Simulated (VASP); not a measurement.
Write the native input for VASP 6.6.1 that does the following.

```yaml
Task: single point
Functional: PBEsol
Potentials_or_basis: VASP PAW PBE potentials, release 64 (Al, N)
Cutoff: 520 eV
k_mesh: 9 × 9 × 6
Occupations: gaussian, width 0.05 eV
Spin: no spin polarisation
Dipole_correction: no
Further_INCAR_settings: ALGO = Normal; EDIFF = 1e-07; NBANDS = 16
```

The structure of AlN lies in POSCAR:

```
AlN
1.0
    3.3412000000      0.0000000000      0.0000000000
   -1.6706000000      2.8935640791      0.0000000000
    0.0000000000      0.0000000000      4.2655000000
Al N
2 2
Direct
    0.3333333333      0.6666666667      0.7500000000
    0.6666666667      0.3333333333      0.2500000000
    0.3333333333      0.6666666667      0.2500000000
    0.6666666667      0.3333333333      0.7500000000
```

The input as run:

INCAR

```
PREC = Accurate
ENCUT = 520
EDIFF = 1E-7
ISMEAR = 0
SIGMA = 0.05
LREAL = False
LASPH = True
NELM = 60
ALGO = Normal
ISIF = 2
LWAVE = False
LCHARG = True
GGA = PS
LELF = True
LVHAR = True
NBANDS = 16
```

KPOINTS

```
regular mesh
0
Gamma
  9 9 6
```

Potentials or basis: VASP PAW PBE potentials, release 64 (Al, N).

Run with:

```console
$ cat potpaw_PBE.64/Al/POTCAR potpaw_PBE.64/N/POTCAR > POTCAR
$ mpirun -np 1 vasp_std > vasp.out
```

It gave:

```json
{
 "Pressure": "-10.0 GPa",
 "Band gap on the k mesh": "2.89 eV, direct"
}
```

Caveat: the PAW data sets were made with another functional, which shifts forces and pressure a little.

It took 29 s on 1 thread of Intel Xeon 6975P-C, on a shared host, peak memory 0.17 GiB.
